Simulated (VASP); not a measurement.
Here is a VASP 6.6.1 calculation.

The input INCAR:

```
  PREC = Accurate
  ENCUT = 520
  EDIFF = 1E-7
  ISMEAR = 0
  SIGMA = 0.1
  LREAL = False
  LASPH = True
  NELM = 100
  ALGO = Fast
  ISIF = 2
  LWAVE = False
  LCHARG = False
  GGA = PE
  NBANDS = 26
```

KPOINTS

```
Automatic mesh
0
Gamma
  12 12 14
```

File POSCAR:

```
Zr2Mo
1.0
    4.7060267697      0.0000000000      0.0000000000
   -2.3530133849      4.0755387334      0.0000000000
    0.0000000000      0.0000000000      3.1288676564
Zr Mo
2 1
Direct
    0.3333333333      0.6666666667      0.2841354215
    0.6666666667      0.3333333333      0.7158645785
    0.0000000000      0.0000000000      0.0000000000
```

Potentials or basis: VASP PAW PBE potentials, release 64 (Zr_sv, Mo_sv).

Launch:

```sh
$ cat potpaw_PBE.64/Zr_sv/POTCAR potpaw_PBE.64/Mo_sv/POTCAR > POTCAR
$ mpirun -np 1 vasp_std > vasp.out
```

Q: What does it give for the band gap on the k mesh?

A: Zero (bands 19 and 20 overlap by 1.44 eV).

Q: What does it give for the pressure?

A: 0.1 GPa.
